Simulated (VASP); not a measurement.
Here is a VASP 6.6.1 calculation.

The input INCAR:

```
SYSTEM = H10CO5
ALGO     = Normal         ! electronic algorithm
EDIFF    = 1E-6           ! SCF threshold, eV
ENCUT    = 520            ! plane-wave cutoff, eV
GGA      = PE             ! functional
GGA_COMPAT= .FALSE.      
ISIF     = 2              ! what is computed and relaxed
ISMEAR   = -1             ! smearing method
IVDW     = 12             ! dispersion correction
LASPH    = .TRUE.         ! aspherical terms in the spheres
LCHARG   = .TRUE.         ! write CHGCAR
LELF     = .TRUE.         ! ELF
LREAL    = .FALSE.        ! projectors in reciprocal space
LVHAR    = .TRUE.       
LWAVE    = .FALSE.        ! write WAVECAR
NBANDS   = 36             ! bands
NELM     = 120            ! most SCF steps
PREC     = Accurate       ! precision mode
SIGMA    = 0.05           ! smearing width, eV
```

Contents of KPOINTS:

```
k-points
0
G
  1 1 1
  0 0 0
```

File POSCAR:

```
H10CO5
1.0
    5.4614380000      0.0000000000      0.0000000000
    0.0000000000      5.4614380000      0.0000000000
    0.0000000000      0.0000000000      5.4614380000
O H C
5 10 1
Direct
    0.4969570285      0.6073308898      0.6381286394
    0.1462069147      0.2502271380      0.5918770844
    0.7539223186      1.0105946456      0.9328861739
    0.8570270321      0.3961777100      0.2297014083
    0.1833216819      0.7219527165      0.1470125634
    0.3597953506      0.4923794795      0.6545528852
    0.6320862747      0.5760936955      0.5176292398
    0.0257441355      0.3080690470      0.4617648319
    0.0464163468      0.1371067473      0.7090257181
    0.6422667437      0.8689286594      0.8906811722
    0.8868177209      0.9184943599      1.0248033577
    0.9418398598      0.4707002075      0.0932721382
    0.7661169091      0.2448988710      0.1664213711
    0.3875902281      0.9724728176      0.3732533446
    0.5451128439      0.7133835448      0.2105306331
    0.3623404678      0.8110867504      0.2453016953
```

Potentials or basis: VASP PAW PBE potentials, release 64 (O, H, C).

Launch:

```sh
$ cat potpaw_PBE.64/O/POTCAR potpaw_PBE.64/H/POTCAR potpaw_PBE.64/C/POTCAR > POTCAR
$ mpirun -np 1 vasp_gam > vasp.out
```

(1) What does it give for the largest force?

(2) What does it give for the dispersion energy per atom?

(3) Predict the pressure.

## Answers

(1) 2.778 eV/Å.

(2) -0.038 eV.

(3) -3.1 GPa.

Caveat: the k points lie up to 1.15 Å⁻¹ apart.
